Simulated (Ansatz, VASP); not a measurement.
One calculation of CsBa3, two programs

```xyz
4
Lattice="0.0000 5.2213 5.2213 5.2213 0.0000 5.2213 5.2213 5.2213 0.0000" Properties=species:S:1:pos:R:3 pbc="T T T"
Cs    0.0000    0.0000    0.0000
Ba    2.6106    2.6106    2.6106
Ba    7.8319    7.8319    7.8319
Ba    5.2213    5.2213    5.2213
```

Alike in both runs: task single point; functional r2SCAN; k mesh 4 × 4 × 4; no spin polarisation.

|  | VASP | Ansatz |
| --- | --- | --- |
| version | VASP 6.6.1 | Ansatz 0.2.0 |
| potentials or method | VASP PAW PBE potentials, release 64 (Cs_sv, Ba_sv), cutoff 520 eV | plane waves, PAW |
| occupations | methfessel-paxton of order 1, width 0.1 eV | cold |
| valence electrons in the cell | 39 | 39 |

```csv
,VASP,Ansatz,Ansatz less VASP
pressure (GPa),0.2,0.2,-0.01
```

VASP's potentials were made for PBE, not for r2SCAN.

Neither program's run includes spin-orbit coupling.
